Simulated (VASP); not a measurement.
Write the native input for VASP 6.6.1 that does the following.

```yaml
Task: single point
Functional: PBE
Dispersion: D3(BJ)
Potentials_or_basis: VASP PAW PBE potentials, release 64 (Pb_d, S)
Cutoff: 520 eV
k_mesh: 10 × 10 × 10
Occupations: gaussian, width 0.03 eV
Spin: no spin polarisation
Dipole_correction: no
Further_INCAR_settings: ALGO = Normal; EDIFF = 1e-06; NBANDS = 17
```

The structure of PbS lies in POSCAR:

```
PbS
1.0
    0.0000000000      2.9650000000      2.8908750000
    2.9650000000      0.0000000000      2.8908750000
    2.9650000000      2.9650000000      0.0000000000
Pb S
1 1
Direct
    0.0000000000      0.0000000000      0.0000000000
    0.5000000000      0.5000000000      0.5000000000
```

This cell differs from its parent crystal: strain +0.000 along x and y, -0.025 along z.

These files were run (other wordings do the same):

INCAR

```
SYSTEM = PbS
ALGO = Normal ; EDIFF = 1E-6
ENCUT = 520 ; GGA = PE
ISIF = 2 ; ISMEAR = 0
IVDW = 12 ; LASPH = .True.
LCHARG = .False. ; LREAL = .False.
LWAVE = .False. ; NBANDS = 17
NELM = 60 ; PREC = Accurate
SIGMA = 0.03
```

KPOINTS

```
k-points
0
Gamma
  10 10 10
  0 0 0
```

Potentials or basis: VASP PAW PBE potentials, release 64 (Pb_d, S).

Run with:

```bash
$ cat potpaw_PBE.64/Pb_d/POTCAR potpaw_PBE.64/S/POTCAR > POTCAR
$ mpirun -np 1 vasp_std > vasp.out
```

Results of the run:

```json
{
  "Pressure": "1.7 GPa",
  "Band gap on the k mesh": "0.24 eV, direct",
  "Dispersion energy per atom": "-0.356 eV"
}
```

Caveat: the cell differs from its parent crystal (strain +0.000 along x and y, -0.025 along z); spin-orbit coupling is left out, which moves the levels of the heavy elements.

Run time: 22 s on 1 thread of Intel(R) Xeon(R) 6975P-C (Granite Rapids), with other jobs on the host, peak memory 0.24 GiB.
